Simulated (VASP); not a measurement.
# BaZrO3 (Pm-3m) in VASP: further runs

The runs below take BaZrO3 through single point, with LDA.

Program: VASP 6.6.1. These are calculated values, not measurements. Logs are shortened: lines on timing, memory, paths and dates and some standing lists are left out, and cuts for length are marked.

### 1 The cell of the first run

The structure is cubic, space group Pm-3m (No. 221). Conventional cell: a = 4.021 Å, b = 4.021 Å, c = 4.021 Å, α = 90.00°, β = 90.00°, γ = 90.00°. Within 3.7 Å of Ba (site symmetry m-3m) lie 12 O at 2.84 Å and 8 Zr at 3.48 Å. Zr (site symmetry m-3m) has 6 O at 2.01 Å within 2.7 Å. O (site symmetry 4/mmm) has 2 Zr at 2.01 Å within 2.7 Å.

### 2 Single point, LDA

Input file INCAR:

```
ALGO = Normal
EDIFF = 1E-6
ENCUT = 600
GGA = CA
GGA_COMPAT = F
ISIF = 2
ISMEAR = 0
LASPH = T
LCHARG = T
LELF = T
LREAL = F
LVHAR = T
LWAVE = F
NBANDS = 28
NELM = 120
PREC = Accurate
SIGMA = 0.01
```

Input file KPOINTS:

```
k-points
0
Gamma
  4 4 4
```

Input file POSCAR:

```
BaZrO3
1.0
    4.0210984480      0.0000000000      0.0000000000
    0.0000000000      4.0210984480      0.0000000000
    0.0000000000      0.0000000000      4.0210984480
Ba Zr O
1 1 3
Direct
    0.0000000000      0.0000000000      0.0000000000
    0.5000000000      0.5000000000      0.5000000000
    0.0000000000      0.5000000000      0.5000000000
    0.5000000000      0.0000000000      0.5000000000
    0.5000000000      0.5000000000      0.0000000000
```

Potentials or basis: VASP PAW LDA potentials, release 64 (Ba_sv, Zr_sv, O).

The run is started by

```bash
> cat potpaw_LDA.64/Ba_sv/POTCAR potpaw_LDA.64/Zr_sv/POTCAR potpaw_LDA.64/O/POTCAR > POTCAR
> mpirun -np 1 vasp_std > vasp.out
```

OUTCAR:

```text
EDIFF = 1E-6
   ENCUT = 600
   GGA = CA
   ISIF = 2
   ISMEAR = 0
   LASPH = T
   LREAL = F
   NELM = 120
   PREC = Accurate

 ion  position               nearest neighbor table
   1  0.000  0.000  0.000-   3 2.84   4 2.84   5 2.84   3 2.84   4 2.84   3 2.84   5 2.84   3 2.84
                             4 2.84   5 2.84   4 2.84   5 2.84   2 3.48   2 3.48   2 3.48   2 3.48
   2  0.500  0.500  0.500-   3 2.01   4 2.01   5 2.01   5 2.01   4 2.01   3 2.01   1 3.48   1 3.48
                             1 3.48   1 3.48   1 3.48   1 3.48   1 3.48   1 3.48
   3  0.000  0.500  0.500-   2 2.01   2 2.01   1 2.84   1 2.84   1 2.84   1 2.84
   4  0.500  0.000  0.500-   2 2.01   2 2.01   1 2.84   1 2.84   1 2.84   1 2.84
   5  0.500  0.500  0.000-   2 2.01   2 2.01   1 2.84   1 2.84   1 2.84   1 2.84

  LATTYP: Found a simple cubic cell.
 ALAT       =     4.0210984480

  Lattice vectors:

 A1 = (   4.0210984480,   0.0000000000,   0.0000000000)
 A2 = (   0.0000000000,   4.0210984480,   0.0000000000)
 A3 = (   0.0000000000,   0.0000000000,   4.0210984480)

Analysis of symmetry for initial positions (statically):
=====================================================================
 Subroutine PRICEL returns:
 Original cell was already a primitive cell.

 Routine SETGRP: Setting up the symmetry group for a
 simple cubic supercell.

 Subroutine GETGRP returns: Found 48 space group operations
 (whereof 48 operations were pure point group operations)
 out of a pool of 48 trial point group operations.

The static configuration has the point symmetry O_h .

Analysis of symmetry for dynamics (positions and initial velocities):
=====================================================================
 Subroutine PRICEL returns:
 Original cell was already a primitive cell.

 Routine SETGRP: Setting up the symmetry group for a
 simple cubic supercell.

 Subroutine GETGRP returns: Found 48 space group operations
 (whereof 48 operations were pure point group operations)
 out of a pool of 48 trial point group operations.

The dynamic configuration has the point symmetry O_h .

 Subroutine INISYM returns: Found 48 space group operations
 (whereof 48 operations are pure point group operations),
 and found     1 'primitive' translations

[... 84 lines left out ...]
   NELM   =    120;   NELMIN=  2; NELMDL= -5     # of ELM steps
   EDIFF  = 0.1E-05   stopping-criterion for ELM
   LREAL  =      F    real-space projection
   EDIFFG = 0.1E-04   stopping-criterion for IOM
   NSW    =      0    number of steps for IOM
   IBRION =     -1    ionic relax: 0-MD 1-quasi-New 2-CG
   NFREE  =      0    steps in history (QN), initial steepest desc. (CG)
   ISIF   =      2    stress and relaxation
   ISYM   =      2    0-nonsym 1-usesym 2-fastsym
   POTIM  = 0.5000    time-step for ionic-motion
   TEBEG  =    0.0;   TEEND  =   0.0 temperature during run
   PSTRESS=    0.0 pullay stress
   NELECT =      40.0000    total number of electrons
   NUPDOWN=      -1.0000    fix difference up-down
   EMIN   =  10.00;   EMAX   =-10.00  energy-range for DOS
   EFERMI =   0.00;   METHOD = LEGACY
   ISMEAR =     0;   SIGMA  =   0.01  broadening in eV -4-tet -1-fermi 0-gaus
   EFERMI_NEDOS =   21; number of points for ismear=-14 and -15
   IALGO  =     38    algorithm
   IMIX   =      4    mixing-type and parameters
     AMIX     =   0.40;   BMIX     =  1.00
     AMIX_MAG =   1.60;   BMIX_MAG =  1.00
  volume/ion in A,a.u.               =      13.00        87.75
  Fermi-wavevector in a.u.,A,eV,Ry     =   1.392355  2.631170 26.376985  1.938654
  Thomas-Fermi vector in A             =   2.516106
   LORBIT       =      0    0 simple, 1 ext, 2 COOP (PROOUT), +10 PAW based schemes
   GGA     = CA    functional components
   LHFCALC =     F    Hartree Fock is set to
   AEXX    =    0.0000 exact exchange contribution
   IVDW    =     0    specifies the selected vdW correction
   LEPSILON=     F    determine dielectric tensor
   LRPA    =     F    only Hartree local field effects (RPA)
 non-spin polarized calculation
 Gauss-broadening in eV      SIGMA  =   0.01
  energy-cutoff  :      600.00
  volume of cell :       65.02
 maximum number of plane-waves:      2178
   NGX = 17   NGY = 17   NGZ = 17

 number of electron      40.0000008 magnetization

 Free energy of the ion-electron system (eV)
  ---------------------------------------------------
  ext. energy  EPLUGINS =         0.00000000
  ---------------------------------------------------
  free energy    TOTEN  =       -45.29303330 eV

  energy without entropy =      -45.29303330  energy(sigma->0) =      -45.29303330

 E-fermi :   4.4891     XC(G=0): -11.8603

 val. band max:        4.4303043708   @ k =   0.5000   0.5000   0.5000
 cond. band min:       7.7226331907   @ k =   0.0000   0.0000   0.0000
 fundamental gap:      3.2923288199
 Fermi energy:         4.4890722713

 k-point     1 :       0.0000    0.0000    0.0000
  band No.  band energies     occupation
      1     -41.4878      2.00000
      2     -20.3824      2.00000
      3     -20.0299      2.00000
      4     -20.0299      2.00000
      5     -20.0299      2.00000
      6     -11.8059      2.00000
[... 299 lines left out ...]
     27      14.4498      0.00000
     28      14.4498      0.00000

------------------------ aborting loop because EDIFF is reached ----------------------------------------

  FORCE on cell =-STRESS in cart. coord.  units (eV):
  Direction    XX          YY          ZZ          XY          YZ          ZX
  --------------------------------------------------------------------------------------
  -------------------------------------------------------------------------------------
  Total        8.9074592      8.9074592      8.9074592     -0.0000000     -0.0000000      0.0000000
  in kB      219.4978686    219.4978686    219.4978686     -0.0000000     -0.0000000      0.0000000
  external PRESSURE =     219.4978686 kB  Pullay stress =       0.0000000 kB

 VOLUME and BASIS-vectors are now :
 -----------------------------------------------------------------------------
  energy-cutoff  :      600.00
  volume of cell :       65.02
      direct lattice vectors                 reciprocal lattice vectors
     4.021098448  0.000000000  0.000000000     0.248688266  0.000000000  0.000000000
     0.000000000  4.021098448  0.000000000     0.000000000  0.248688266  0.000000000
     0.000000000  0.000000000  4.021098448     0.000000000  0.000000000  0.248688266

 POSITION                                       TOTAL-FORCE (eV/Angst)
 -----------------------------------------------------------------------------------
      0.00000      0.00000      0.00000         0.000000      0.000000      0.000000
      2.01055      2.01055      2.01055         0.000000      0.000000      0.000000
      0.00000      2.01055      2.01055         0.000000      0.000000      0.000000
      2.01055      0.00000      2.01055         0.000000      0.000000      0.000000
      2.01055      2.01055      0.00000         0.000000      0.000000      0.000000
 -----------------------------------------------------------------------------------
    total drift:                                0.000000     -0.000000     -0.000000

  FREE ENERGIE OF THE ION-ELECTRON SYSTEM (eV)
  ---------------------------------------------------
  free  energy   TOTEN  =       -45.2930333047 eV

  energy  without entropy=      -45.2930333047  energy(sigma->0) =      -45.29303330
```

OSZICAR:

```text
N       E                     dE             d eps       ncg     rms          rms(c)
DAV:   1     0.345603347740E+03    0.34560E+03   -0.24373E+04   560   0.160E+03
DAV:   2    -0.293160153842E+02   -0.37492E+03   -0.36185E+03   664   0.386E+02
DAV:   3    -0.518185119959E+02   -0.22502E+02   -0.22387E+02   852   0.887E+01
DAV:   4    -0.524800929784E+02   -0.66158E+00   -0.66073E+00   764   0.119E+01
DAV:   5    -0.524883671382E+02   -0.82742E-02   -0.82734E-02   776   0.116E+00    0.380E+01
DAV:   6    -0.454397557627E+02    0.70486E+01   -0.34622E+01   664   0.392E+01    0.177E+01
DAV:   7    -0.453428038918E+02    0.96952E-01   -0.23677E+00   744   0.869E+00    0.104E+01
DAV:   8    -0.452976870744E+02    0.45117E-01   -0.22188E-01   648   0.347E+00    0.636E-01
DAV:   9    -0.452933226472E+02    0.43644E-02   -0.47036E-02   712   0.118E+00    0.440E-01
DAV:  10    -0.452932525785E+02    0.70069E-04   -0.10250E-02   712   0.821E-01    0.194E-01
DAV:  11    -0.452930389095E+02    0.21367E-03   -0.13522E-03   664   0.304E-01    0.316E-02
DAV:  12    -0.452930336918E+02    0.52177E-05   -0.70123E-05   712   0.567E-02    0.276E-02
DAV:  13    -0.452930333047E+02    0.38715E-06   -0.39716E-06   692   0.149E-02
   1 F= -.45293033E+02 E0= -.45293033E+02  d E =-.265024E-18
```

Run time: 22 s. Hardware: 1 thread of Intel Xeon Platinum 8488C (Sapphire Rapids), shared host; peak memory 0.17 GiB.

Results:

```
Free energy            : -45.2930 eV
Pressure               : 21.9 GPa
Band gap on the k mesh : 3.29 eV, indirect (least direct gap 3.31 eV)
```

Levels at points of the mesh, in eV from the valence-band top:
| k point | band 16 | band 17 | band 18 | band 19 | band 20 | band 21 | band 22 | band 23 | band 24 | band 25 |
| --- | --- | --- | --- | --- | --- | --- | --- | --- | --- | --- |
| (0.00, 0.00, 0.00) | -1.20 | -1.20 | -0.01 | -0.01 | -0.01 | 3.29 | 3.29 | 3.29 | 4.65 | 4.65 |
| (0.50, 0.00, 0.00) | -1.96 | -1.93 | -1.93 | -0.18 | -0.18 | 3.87 | 6.49 | 6.49 | 6.81 | 7.24 |
| (0.50, 0.50, 0.00) | -2.89 | -0.89 | -0.89 | -0.39 | -0.10 | 6.43 | 6.43 | 7.05 | 7.24 | 8.65 |
| (0.50, 0.50, 0.50) | -2.56 | -2.56 | 0.00 | 0.00 | 0.00 | 6.42 | 6.42 | 6.42 | 8.09 | 8.09 |

Caveat: spin-orbit coupling is left out, which moves the levels of the heavy elements. LDA gaps usually lie below the measured ones, often by a third to a half.

### 3 Single point, LDA

This run uses another cell than the first one, of 13.56 Å³/atom, 1.043 times its volume.

Input file INCAR:

```
ALGO = Normal
EDIFF = 1E-6
ENCUT = 600
GGA = CA
GGA_COMPAT = False
ISIF = 2
ISMEAR = 0
LASPH = True
LCHARG = False
LREAL = False
LWAVE = False
NBANDS = 28
NELM = 120
PREC = Accurate
SIGMA = 0.01
```

KPOINTS is that of step 2.

POSCAR, as its differences from that of step 2:

```diff
@@ -2,5 +2,5 @@
 1.0
-    4.0210984480      0.0000000000      0.0000000000
-    0.0000000000      4.0210984480      0.0000000000
-    0.0000000000      0.0000000000      4.0210984480
+    4.0776558153      0.0000000000      0.0000000000
+    0.0000000000      4.0776558153      0.0000000000
+    0.0000000000      0.0000000000      4.0776558153
 Ba Zr O
```

Potentials or basis: VASP PAW LDA potentials, release 64 (Ba_sv, Zr_sv, O).

The run is started by

```bash
> cat potpaw_LDA.64/Ba_sv/POTCAR potpaw_LDA.64/Zr_sv/POTCAR potpaw_LDA.64/O/POTCAR > POTCAR
> mpirun -np 1 vasp_std > vasp.out
```

It took 27 s on 1 thread of Intel Xeon Platinum 8488C (Sapphire Rapids), shared host; peak memory 0.18 GiB.

The run converged. Its results:

* Free energy: -45.5881 eV
* Pressure: 11.7 GPa
* Band gap on the k mesh: 3.22 eV, indirect (least direct gap 3.32 eV)

Levels at points of the mesh, in eV from the valence-band top:
```
           k point  band 17  band 18  band 19  band 20  band 21  band 22  band 23  band 24
(0.00, 0.00, 0.00)    -1.13    -0.10    -0.10    -0.10     3.22     3.22     3.22     4.61
(0.50, 0.00, 0.00)    -1.88    -1.88    -0.29    -0.29     3.76     6.20     6.20     6.65
(0.50, 0.50, 0.00)    -0.91    -0.91    -0.54    -0.09     6.16     6.16     6.84     6.98
(0.50, 0.50, 0.50)    -2.57     0.00     0.00     0.00     6.24     6.24     6.24     7.70
```

Caveat: spin-orbit coupling is left out, which moves the levels of the heavy elements. As with any semilocal functional, this LDA gap is likely too small.

### 4 Single point, LDA

This run uses another cell than the first one, of 13.89 Å³/atom, 1.068 times its volume.

Input file INCAR:

```
SYSTEM = BaZrO3
  PREC = Accurate
  ENCUT = 600
  EDIFF = 1E-6
  ISMEAR = 0
  SIGMA = 0.01
  LREAL = .False.
  LASPH = .True.
  NELM = 120
  ALGO = Normal
  ISIF = 2
  LWAVE = .False.
  LCHARG = .True.
  GGA = CA
  LELF = .True.
  LVHAR = .True.
  NBANDS = 28
  GGA_COMPAT = .False.
```

Input file KPOINTS:

```
Automatic mesh
0
Gamma
  4 4 4
  0 0 0
```

POSCAR, as its differences from that of step 3:

```diff
@@ -2,5 +2,5 @@
 1.0
-    4.0776558153      0.0000000000      0.0000000000
-    0.0000000000      4.0776558153      0.0000000000
-    0.0000000000      0.0000000000      4.0776558153
+    4.1106422440      0.0000000000      0.0000000000
+    0.0000000000      4.1106422440      0.0000000000
+    0.0000000000      0.0000000000      4.1106422440
 Ba Zr O
```

The run is started by

```bash
> cat potpaw_LDA.64/Ba_sv/POTCAR potpaw_LDA.64/Zr_sv/POTCAR potpaw_LDA.64/O/POTCAR > POTCAR
> mpirun -np 1 vasp_std > vasp.out
```

Run time: 28 s. Hardware: 1 thread of Intel Xeon Platinum 8488C (Sapphire Rapids), shared host; peak memory 0.18 GiB.

It converged, with:

```yaml
Free_energy: -45.6854 eV
Pressure: 6.5 GPa
Band_gap_on_the_k_mesh: 3.18 eV, indirect (least direct gap 3.32 eV)
```

Levels at points of the mesh, in eV from the valence-band top:
```
           k point  band 16  band 17  band 18  band 19  band 20  band 21  band 22  band 23  band 24  band 25
(0.00, 0.00, 0.00)    -1.09    -1.09    -0.14    -0.14    -0.14     3.18     3.18     3.18     4.58     4.58
(0.50, 0.00, 0.00)    -1.89    -1.85    -1.85    -0.34    -0.34     3.69     6.04     6.04     6.55     6.88
(0.50, 0.50, 0.00)    -2.65    -0.92    -0.92    -0.62    -0.09     6.00     6.00     6.71     6.83     8.09
(0.50, 0.50, 0.50)    -2.57    -2.57     0.00     0.00     0.00     6.14     6.14     6.14     7.48     7.48
```

Caveat: spin-orbit coupling is left out, which moves the levels of the heavy elements. A k mesh can miss the band edges.

### 5 Single point, LDA

This run uses another cell than the first one, of 14.27 Å³/atom, 1.097 times its volume.

Input file INCAR:

```
ALGO = Normal
EDIFF = 1E-6
ENCUT = 600
GGA_COMPAT = False
ISIF = 2
ISMEAR = 0
LASPH = True
LCHARG = False
LREAL = False
LWAVE = False
NBANDS = 28
NELM = 120
PREC = Accurate
SIGMA = 0.01
```

Input file KPOINTS:

```
k-points
0
Gamma
  4 4 4
```

POSCAR, as its differences from that of step 4:

```diff
@@ -2,5 +2,5 @@
 1.0
-    4.1106422440      0.0000000000      0.0000000000
-    0.0000000000      4.1106422440      0.0000000000
-    0.0000000000      0.0000000000      4.1106422440
+    4.1476480585      0.0000000000      0.0000000000
+    0.0000000000      4.1476480585      0.0000000000
+    0.0000000000      0.0000000000      4.1476480585
 Ba Zr O
```

The run is started by

```bash
> cat potpaw_LDA.64/Ba_sv/POTCAR potpaw_LDA.64/Zr_sv/POTCAR potpaw_LDA.64/O/POTCAR > POTCAR
> mpirun -np 1 vasp_std > vasp.out
```

Run time: 21 s. Hardware: 1 thread of Intel Xeon Platinum 8488C (Sapphire Rapids), shared host; peak memory 0.18 GiB.

Results (log left out):

```yaml
Free_energy: -45.7344 eV
Pressure: 1.3 GPa
Band_gap_on_the_k_mesh: 3.13 eV, indirect (least direct gap 3.31 eV)
```

Levels at points of the mesh, in eV from the valence-band top:
| k point | band 17 | band 18 | band 19 | band 20 | band 21 | band 22 | band 23 | band 24 |
| --- | --- | --- | --- | --- | --- | --- | --- | --- |
| (0.00, 0.00, 0.00) | -1.05 | -0.18 | -0.18 | -0.18 | 3.13 | 3.13 | 3.13 | 4.55 |
| (0.50, 0.00, 0.00) | -1.81 | -1.81 | -0.40 | -0.40 | 3.61 | 5.86 | 5.86 | 6.45 |
| (0.50, 0.50, 0.00) | -0.93 | -0.93 | -0.70 | -0.08 | 5.82 | 5.82 | 6.57 | 6.66 |
| (0.50, 0.50, 0.50) | -2.57 | 0.00 | 0.00 | 0.00 | 6.03 | 6.03 | 6.03 | 7.24 |

Caveat: spin-orbit coupling is left out, which moves the levels of the heavy elements. A k mesh can miss the band edges.

### 6 Summary

```csv
cell,gap on the mesh (eV),pressure (GPa)
"a = 4.021 Å, 5 atoms",3.29,21.9
"a = 4.078 Å, 5 atoms",3.22,11.7
"a = 4.111 Å, 5 atoms",3.18,6.5
"a = 4.148 Å, 5 atoms",3.13,1.3
```

Alike in all rows: task single point; level LDA; potentials or basis VASP PAW LDA potentials, release 64 (Ba_sv, Zr_sv, O); no spin polarisation; k mesh 4 × 4 × 4; cutoff (eV) 600; smearing gaussian 0.01 eV.

Caveats: spin-orbit coupling is left out, which moves the levels of the heavy elements.

Absolute energies hang on the potentials; compare differences alone.
